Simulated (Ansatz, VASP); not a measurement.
## Two plane-wave programs on W

```
W
1.0
    -1.58234    1.58234    1.58234
     1.58234   -1.58234    1.58234
     1.58234    1.58234   -1.58234
W
1
Cartesian
  0.0000 0.0000 0.0000
```

Alike in both runs: functional revPBE; k mesh 12 × 12 × 12; occupations fermi-dirac, width 0.1 eV; non-collinear spin, spin-orbit coupling.

|  | VASP | Ansatz |
| --- | --- | --- |
| version | VASP 6.6.1 | Ansatz 0.2.0 |
| potentials or method | VASP PAW PBE potentials, release 64 (W_sv) | PseudoDojo standard (PBE files) |
| plane-wave cutoff (eV) | 500 | 1007 |
| valence electrons in the cell | 14 | 14 |
| task | single point | electrostatic potential |

Ansatz gave:

```
pressure (GPa)           : 9.5
net moment per atom (μB) : 0.00
```

Question: Estimate VASP's values.

Answer: Pressure (GPa): 10.0; net moment per atom (μB): 0.00.

VASP's potentials were made for PBE, not for revPBE.

Noted on Ansatz's run: the potentials were made for another functional, which shifts forces and pressure.
